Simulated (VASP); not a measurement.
Crystal: Pd.

```
Pd
1.0
     2.78367    0.00000    0.00000
    -1.39183    2.41072    0.00000
     0.00000    0.00000    4.62889
Pd
2
Direct
  0.33333 0.66667 0.25000
  0.66667 0.33333 0.75000
```

* Program: VASP 6.6.1
* Task: relaxation of cell and atoms
* Functional: PBE
* Dispersion: D4
* Potentials or basis: VASP PAW PBE potentials, release 64 (Pd)
* Cutoff: 600 eV
* k mesh: 11 × 11 × 6
* Occupations: fermi-dirac, width 0.05 eV
* Spin: no spin polarisation

At the start: pressure -6.2 GPa; volume 15.53 Å³/atom.

**Question.** Where does the relaxation end?

**Answer.** Over 6 steps the energy falls by 11.8 meV/atom and the volume is 14.96 Å³/atom (-3.7 %); space group P6_3/mmc (No. 194, to 0.05 Å).

Step by step:
```tsv
step	energy change (eV)	largest force (eV/Å)	pressure (GPa)	volume (Å³)
1	0.0000	0.0000	-6.24	31.06
2	0.0237	0.0000	10.80	28.42
3	-0.0236	0.0000	-0.06	29.92
4	-0.0236	0.0000	0.09	29.90
5	-0.0236	0.0000	-0.12	29.93
6	-0.0236	0.0000	-0.06	29.92
```

Final structure:
```
CELL_PARAMETERS angstrom
2.74792 0.00000 0.00000
-1.37396 2.37977 0.00000
0.00000 0.00000 4.57528
ATOMIC_POSITIONS crystal
Pd 0.33333 0.66667 0.25000
Pd 0.66667 0.33333 0.75000
```

Caveat: pairwise dispersion overbinds metals, which lowers pressure and volume.
